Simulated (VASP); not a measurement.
Wanted: the native input for a VASP 6.6.1 run.

```yaml
Task: single point
Functional: PBE
Potentials_or_basis: VASP PAW PBE potentials, release 64 (Zn, S)
Cutoff: 500 eV
k_mesh: 8 × 8 × 8
Occupations: gaussian, width 0.02 eV
Spin: no spin polarisation
Dipole_correction: no
Further_INCAR_settings: ALGO = Normal; EDIFF = 1e-06; NBANDS = 16
```

The structure of ZnS lies in POSCAR:

```
ZnS
1.0
    0.0000000000      2.7218243403      2.7218243403
    2.7218243403      0.0000000000      2.7218243403
    2.7218243403      2.7218243403      0.0000000000
Zn S
1 1
Direct
    0.0000000000      0.0000000000      0.0000000000
    0.2500000000      0.2500000000      0.2500000000
```

These files were run (other wordings do the same):

INCAR

```
SYSTEM = ZnS
PREC = Accurate ; ENCUT = 500
EDIFF = 1E-6 ; ISMEAR = 0
SIGMA = 0.02 ; LREAL = .False.
LASPH = .True. ; NELM = 120
ALGO = Normal ; ISIF = 2
LWAVE = .False. ; LCHARG = .True.
GGA = PE ; LELF = .True.
LVHAR = .True. ; NBANDS = 16
GGA_COMPAT = .False.
```

KPOINTS

```
Automatic mesh
0
Gamma
  8 8 8
  0 0 0
```

Potentials or basis: VASP PAW PBE potentials, release 64 (Zn, S).

The run is started by

```console
$ cat potpaw_PBE.64/Zn/POTCAR potpaw_PBE.64/S/POTCAR > POTCAR
$ mpirun -np 1 vasp_std > vasp.out
```

It gave:

```json
{
  "Pressure": "0.1 GPa",
  "Band gap on the k mesh": "2.02 eV"
}
```

Wall time 9.9 s on 1 thread of AMD EPYC 9R45 96-Core Processor (Zen 5) (shared host), peak memory 0.13 GiB.
